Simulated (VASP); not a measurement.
A run of VASP 6.6.1 is set up as follows.

POSCAR

```
I
1.0
    3.6350350000     -2.3950200000      0.0000000000
    3.6350350000      2.3950200000      0.0000000000
    0.0000000000      0.0000000000      9.7934400000
I
4
Direct
    0.6493000000      0.3507000000      0.3844000000
    0.1493000000      0.8507000000      0.1156000000
    0.3507000000      0.6493000000      0.6156000000
    0.8507000000      0.1493000000      0.8844000000
```

The input INCAR.step1:

```
SYSTEM = I
GGA      = AM             ! functional
ISMEAR   = 0              ! smearing method
SIGMA    = 0.03           ! smearing width, eV
LWAVE    = .False.        ! write WAVECAR
LCHARG   = .True.         ! write CHGCAR
NBANDS   = 34             ! bands
PREC     = Accurate       ! precision mode
LASPH    = .True.         ! aspherical terms in the spheres
LREAL    = .False.        ! projectors in reciprocal space
ALGO     = Normal         ! electronic algorithm
EDIFF    = 1E-6           ! SCF threshold, eV
NELM     = 120            ! most SCF steps
GGA_COMPAT= .False.      
ENCUT    = 450            ! plane-wave cutoff, eV
EFERMI   = MIDGAP       
KPAR     = 2
```

The input KPOINTS.step1:

```
k-points
0
Gamma
  6 6 3
```

Contents of INCAR.step2:

```
SYSTEM = I
GGA      = AM             ! functional
ISMEAR   = -5             ! smearing method
LWAVE    = .False.        ! write WAVECAR
LCHARG   = .False.        ! write CHGCAR
NBANDS   = 34             ! bands
PREC     = Accurate       ! precision mode
LASPH    = .True.         ! aspherical terms in the spheres
LREAL    = .False.        ! projectors in reciprocal space
ALGO     = Normal         ! electronic algorithm
EDIFF    = 1E-6           ! SCF threshold, eV
NELM     = 120            ! most SCF steps
GGA_COMPAT= .False.      
ENCUT    = 450            ! plane-wave cutoff, eV
EFERMI   = MIDGAP       
NEDOS    = 4001           ! points of the DOS
LORBIT   = 11             ! projections on sites
EMIN     = -13.8723     
EMAX     = 11.1277      
ICHARG   = 11             ! starting density
KPAR     = 2
```

KPOINTS.step2

```
Automatic mesh
0
Gamma
  16 16 7
  0 0 0
```

Potentials or basis: VASP PAW PBE potentials, release 64 (I).

Command:

```bash
$ cat potpaw_PBE.64/I/POTCAR > POTCAR
$ cp INCAR.step1 INCAR
$ cp KPOINTS.step1 KPOINTS
$ mpirun -np 2 vasp_std > vasp.out
$ cp INCAR.step2 INCAR
$ cp KPOINTS.step2 KPOINTS
$ mpirun -np 2 vasp_std > vasp.out
```

(1) Predict the band gap on the k mesh.

Results:

(1) 1.29 eV (least direct gap 1.39 eV).

Caveat: spin-orbit coupling is left out, which moves the levels of the heavy elements; an odd mesh through Γ misses points on the zone boundary, where band edges can lie.
